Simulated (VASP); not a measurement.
Crystal: Na3TeH.

```
Na Te H
1.0
     4.76003    0.00000    0.00000
     0.00000    4.76003    0.00000
     0.00000    0.00000    4.76003
Na Te H
3 1 1
Direct
  0.50000 0.00000 0.00000
  0.00000 0.50000 0.00000
  0.00000 0.00000 0.50000
  0.50000 0.50000 0.50000
  0.00000 0.00000 0.00000
```

Base run:

| Quantity | Value |
| --- | --- |
| Program | VASP 6.6.1 |
| Functional | r2SCAN |
| Potentials or basis | VASP PAW PBE potentials, release 64 (Na_pv, Te, H) |
| Cutoff | 520 eV |
| k mesh | 6 × 6 × 6 |
| Occupations | gaussian, width 0.02 eV |
| Spin | no spin polarisation |

Its results: band gap on the k mesh 3.33 eV (least direct gap 3.50 eV); pressure -0.8 GPa.

Question: The run is repeated on the same cell with these changes: functional from r2SCAN to PBE. What comes out?

Answer: Band gap on the k mesh 2.63 eV (least direct gap 2.81 eV); pressure 0.0 GPa.

Caveats: spin-orbit coupling is left out, which moves the levels of the heavy elements; the PAW data sets were made with another functional, which shifts forces and pressure a little (at least some runs).

A k mesh can miss the band edges.
